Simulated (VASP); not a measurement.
Set up this calculation in VASP 6.6.1, as the native input.

```yaml
Task: single point
Functional: r2SCAN
Potentials_or_basis: VASP PAW PBE potentials, release 64 (W_sv, C_h)
Cutoff: 1430 eV
k_mesh: 14 × 14 × 12
Occupations: gaussian, width 0.05 eV
Spin: no spin polarisation
Dipole_correction: no
Further_INCAR_settings: ALGO = Normal; EDIFF = 1e-06; NBANDS = 16
```

The system is WC.

```
W C
1.0
     2.91187    0.00000    0.00000
    -1.45593    2.52175    0.00000
     0.00000    0.00000    2.83694
W C
1 1
Direct
  0.00000 0.00000 0.00000
  0.66667 0.33333 0.50000
```

The input as run:

POSCAR

```
WC
1.0
    2.9118677777      0.0000000000      0.0000000000
   -1.4559338889      2.5217514680      0.0000000000
    0.0000000000      0.0000000000      2.8369414953
W C
1 1
Direct
    0.0000000000      0.0000000000      0.0000000000
    0.6666666667      0.3333333333      0.5000000000
```

INCAR.step1

```
PREC = Accurate
ENCUT = 1430
ISMEAR = 0
SIGMA = 0.05
LREAL = False
LASPH = True
NELM = 120
NBANDS = 16
GGA = PE
ALGO = Normal
EDIFF = 1E-5
LWAVE = True
LCHARG = False
GGA_COMPAT = False
```

INCAR.step2

```
PREC = Accurate
ENCUT = 1430
EDIFF = 1E-6
ISMEAR = 0
SIGMA = 0.05
LREAL = False
LASPH = True
NELM = 120
ALGO = Normal
ISIF = 2
LWAVE = False
LCHARG = True
METAGGA = R2SCAN
LMIXTAU = True
LELF = True
LVHAR = True
NBANDS = 16
ISTART = 1
GGA_COMPAT = False
```

KPOINTS

```
regular mesh
0
Gamma
  14 14 12
```

Potentials or basis: VASP PAW PBE potentials, release 64 (W_sv, C_h).

Launch:

```sh
$ cat potpaw_PBE.64/W_sv/POTCAR potpaw_PBE.64/C_h/POTCAR > POTCAR
$ cp INCAR.step1 INCAR
$ mpirun -np 1 vasp_std > vasp.out
$ cp INCAR.step2 INCAR
$ mpirun -np 1 vasp_std > vasp.out
```

Results of the run:

- Pressure: 1.9 GPa
- Band gap on the k mesh: zero (bands 9 and 10 overlap by 1.34 eV)

Caveat: the PAW data sets were made with another functional, which shifts forces and pressure a little; spin-orbit coupling is left out, which moves the levels of the heavy elements.

Wall time 8.4 min on 1 thread of Intel(R) Xeon(R) Platinum 8259CL CPU @ 2.50GHz (Skylake/Cascade Lake), on a shared host, peak memory 0.42 GiB.
